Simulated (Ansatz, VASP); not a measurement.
# CsSnI3 in VASP and in Ansatz

File INCAR:

```
SYSTEM = CsSnI3
PREC = Accurate
ENCUT = 520
EDIFF = 1E-6
ISMEAR = 0
SIGMA = 0.01
LREAL = .FALSE.
LASPH = .TRUE.
NELM = 100
ALGO = Normal
ISIF = 2
LWAVE = .FALSE.
LCHARG = .FALSE.
GGA = PS
NBANDS = 30
```

KPOINTS

```
Automatic mesh
0
G
  6 6 6
  0 0 0
```

Contents of POSCAR:

```
CsSnI3
1.0
    6.1340713748      0.0000000000      0.0000000000
    0.0000000000      6.1340713748      0.0000000000
    0.0000000000      0.0000000000      6.1340713748
Cs Sn I
1 1 3
Direct
    0.0000000000      0.0000000000      0.0000000000
    0.5000000000      0.5000000000      0.5000000000
    0.0000000000      0.5000000000      0.5000000000
    0.5000000000      0.0000000000      0.5000000000
    0.5000000000      0.5000000000      0.0000000000
```

Input for Ansatz:

```yaml
crystal:
  lattice:
    - [6.1340713748, 0.0, 0.0]
    - [0.0, 6.1340713748, 0.0]
    - [0.0, 0.0, 6.1340713748]
  atoms:
    - { symbol: Cs, position: [0.0, 0.0, 0.0] }
    - { symbol: Sn, position: [0.5, 0.5, 0.5] }
    - { symbol: I, position: [0.0, 0.5, 0.5] }
    - { symbol: I, position: [0.5, 0.0, 0.5] }
    - { symbol: I, position: [0.5, 0.5, 0.0] }
basis:
  ecutwfc: 420
kpoints:
  mp_grid: { grid: [6, 6, 6] }
  band_path: { path: [VBM, CBM], npoints: 2 }
hamiltonian:
  xc: pbesol
scf:
  occupations: { method: gaussian, width: 0.01 }
output:
  forces: true
  stress: true
  eigenvalues: true
checkpoint:
  read: start.run
  write: ck
  compress: false
  write_wavefunctions: false
  write_every: 100000
```

Alike in both runs: task single point; functional PBEsol; k mesh 6 × 6 × 6; occupations gaussian, width 0.01 eV; no spin polarisation.

```csv
,VASP,Ansatz
version,VASP 6.6.1,Ansatz 0.2.0
potentials or method,"VASP PAW PBE potentials, release 64 (Cs_sv, Sn_d, I), cutoff 520 eV","scalar-relativistic, plane waves, PAW"
valence electrons in the cell,44,74
```

Ansatz gave:

| Quantity | Value |
| --- | --- |
| gap on the k mesh at the Fermi level (eV) | 0.11 |
| least direct gap on the mesh (eV) | 0.11 |
| pressure (GPa) | 0.0 |

What did VASP give for the same quantities?

gap on the k mesh at the Fermi level (eV): 0.10; least direct gap on the mesh (eV): 0.10; pressure (GPa): 0.0.

VASP's potentials were made for PBE, not for PBEsol. The functional is the same, so the differences come from potentials, cutoffs and numerics. VASP's potentials hold 44 valence electrons a cell and Ansatz's 74, so a difference there can come from the potentials and not from the codes.

Spin-orbit coupling is off throughout.
